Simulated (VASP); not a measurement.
Wanted: the native input for a VASP 6.6.1 run.

| Property | Result |
| --- | --- |
| Task | relaxation of cell and atoms |
| Functional | PBE |
| Potentials or basis | VASP PAW PBE potentials, release 64 (Sc_sv, Si, S) |
| Cutoff | 600 eV |
| k mesh | 8 × 8 × 8 |
| Occupations | gaussian, width 0.1 eV |
| Spin | no spin polarisation |
| Dipole correction | no |
| Further INCAR settings | ALGO = Normal; EDIFF = 1e-06; IBRION = 2; EDIFFG = -0.01; NSW = 100; ISIF = 3 |

The structure of ScSiS3 lies in POSCAR:

```
ScSiS3
1.0
    4.5158673976      0.0000000000      0.0000000000
    0.0000000000      4.5158673976      0.0000000000
    0.0000000000      0.0000000000      4.5158673976
Sc Si S
1 1 3
Direct
    0.0000000000      0.0000000000      0.0000000000
    0.5000000000      0.5000000000      0.5000000000
    0.0000000000      0.5000000000      0.5000000000
    0.5000000000      0.0000000000      0.5000000000
    0.5000000000      0.5000000000      0.0000000000
```

The cell was generated, and may not be a known phase.

The input as run:

INCAR

```
PREC = Accurate ; ENCUT = 600
EDIFF = 1E-6 ; ISMEAR = 0
SIGMA = 0.1 ; LREAL = False
LASPH = True ; NELM = 60
ALGO = Normal ; ISIF = 3
LWAVE = False ; LCHARG = False
GGA = PE ; IBRION = 2
NSW = 100 ; EDIFFG = -0.01
```

KPOINTS

```
regular mesh
0
Gamma
  8 8 8
```

Potentials or basis: VASP PAW PBE potentials, release 64 (Sc_sv, Si, S).

Run with:

```sh
$ cat potpaw_PBE.64/Sc_sv/POTCAR potpaw_PBE.64/Si/POTCAR potpaw_PBE.64/S/POTCAR > POTCAR
$ mpirun -np 1 vasp_std > vasp.out
```

Results of the run:

```yaml
Relaxed_volume: 18.48 Å³/atom
Relaxed_cell: a = 4.521 Å, b = 4.521 Å, c = 4.521 Å, α = 90.00°, β = 90.00°, γ = 90.00°
Space_group_after_relaxing_to_0.1_Å: Pm-3m (No. 221)
Energy_gained_by_relaxing: 0.1 meV/atom
Ionic_steps: 3
Pressure_after_relaxing: 0.0 GPa
Band_gap_on_the_k_mesh: zero (an odd number of electrons rules out a gap without spin polarisation)
```

Caveat: the highest band is partly filled, so the run has too few bands.

Wall time 4.2 min on 1 thread of Intel Xeon 8259CL, with other jobs on the host, peak memory 0.27 GiB.
